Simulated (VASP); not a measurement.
Wanted: the native input for a VASP 6.6.1 run.

```
Task                   : single point
Functional             : PBEsol
Dispersion             : D3(BJ)
Potentials or basis    : VASP PAW PBE potentials, release 64 (Be, C)
Cutoff                 : 600 eV
k mesh                 : 7 × 7 × 7
Occupations            : gaussian, width 0.05 eV
Spin                   : no spin polarisation
Dipole correction      : no
Further INCAR settings : ALGO = Normal; EDIFF = 1e-06; NBANDS = 11
```

The structure of Be2C lies in POSCAR:

```
Be2C
1.0
    0.0108250000      2.1650000000      2.1650000000
    2.1650000000      0.0108250000      2.1650000000
    2.1758250000      2.1758250000      0.0000000000
Be C
2 1
Direct
    0.2500000000      0.2500000000      0.2500000000
    0.7500000000      0.7500000000      0.7500000000
    0.0000000000      0.0000000000      0.0000000000
```

One way to write it, as run:

INCAR

```
PREC     = Accurate       # precision mode
ENCUT    = 600            # plane-wave cutoff, eV
EDIFF    = 1E-6           # SCF threshold, eV
ISMEAR   = 0              # smearing method
SIGMA    = 0.05           # smearing width, eV
LREAL    = False          # projectors in reciprocal space
LASPH    = True           # aspherical terms in the spheres
NELM     = 120            # most SCF steps
ALGO     = Normal         # electronic algorithm
ISIF     = 2              # what is computed and relaxed
LWAVE    = False          # write WAVECAR
LCHARG   = False          # write CHGCAR
GGA      = PS             # functional
IVDW     = 12             # dispersion correction
NBANDS   = 11             # bands
GGA_COMPAT= False
```

KPOINTS

```
Automatic mesh
0
Gamma
  7 7 7
```

Potentials or basis: VASP PAW PBE potentials, release 64 (Be, C).

Command:

```console
$ cat potpaw_PBE.64/Be/POTCAR potpaw_PBE.64/C/POTCAR > POTCAR
$ mpirun -np 1 vasp_std > vasp.out
```

It gave:

The pressure is -7.7 GPa, the largest force is 0.017 eV/Å and the band gap on the k mesh is 1.27 eV, indirect (least direct gap 3.95 eV). The dispersion energy per atom is -0.231 eV.

Caveat: the PAW data sets were made with another functional, which shifts forces and pressure a little.

Wall time 22 s on 1 thread of AMD EPYC 7R43 64-Core Processor (Zen 3), on a shared host, peak memory 0.12 GiB.
